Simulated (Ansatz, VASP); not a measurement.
# HgTe: VASP and Ansatz over several settings

```
Hg Te
1.0
     0.00000    3.27755    3.27755
     3.27755    0.00000    3.27755
     3.27755    3.27755    0.00000
Hg Te
1 1
Direct
  0.00000 0.00000 0.00000
  0.75000 0.75000 0.75000
```

Single points on this cell with VASP 6.6.1 and Ansatz 0.2.0. Each row is one pair of runs. Alike in all rows: spin: off; smearing: fermi-dirac, width 0.05 eV.

```csv
level,k mesh,"VASP's potentials, cutoff","Ansatz's potentials, cutoff","gap on the k mesh at the Fermi level (eV), VASP","gap on the k mesh at the Fermi level (eV), Ansatz","pressure (GPa), VASP","pressure (GPa), Ansatz"
r2SCAN+D4,7 × 7 × 7,"VASP PAW PBE potentials, release 64 (Hg, Te), 520 eV","Ansatz PAW, 500 eV",none,none,-0.1,-0.2
LDA,7 × 7 × 7,"VASP PAW LDA potentials, release 64 (Hg, Te), 520 eV","Ansatz PAW, 420 eV",none,none,-2.1,-2.3
RPBE+D4,7 × 7 × 7,"VASP PAW PBE potentials, release 64 (Hg, Te), 520 eV","Ansatz PAW, 420 eV",none,none,-0.2,-0.2
PBE exchange alone,7 × 7 × 7,"VASP PAW PBE potentials, release 64 (Hg, Te), 520 eV","Ansatz PAW, 420 eV",none,none,9.0,8.9
r2SCAN,6 × 6 × 6,"VASP PAW PBE potentials, release 64 (Hg, Te), 520 eV","Ansatz PAW, 500 eV",none,none,0.5,0.4
PBEsol+D3(BJ),7 × 7 × 7,"VASP PAW PBE potentials, release 64 (Hg, Te), 520 eV","Ansatz PAW, 420 eV",none,none,-2.3,-2.4
PBE+D3(BJ),7 × 7 × 7,"VASP PAW PBE potentials, release 64 (Hg, Te), 520 eV","Ansatz PAW, 420 eV",none,none,-0.1,-0.1
BLYP,7 × 7 × 7,"VASP PAW PBE potentials, release 64 (Hg, Te), 520 eV","Ansatz PAW, 420 eV",none,none,4.9,4.6
```

Pressure (GPa): the two programs differ by at most 0.27.

VASP's potentials hold 18 valence electrons a cell and Ansatz's 36, so a difference there can come from the potentials and not from the codes.

A gap of «none» marks a metal or a gap that the smearing closes.

Neither program's run includes spin-orbit coupling.
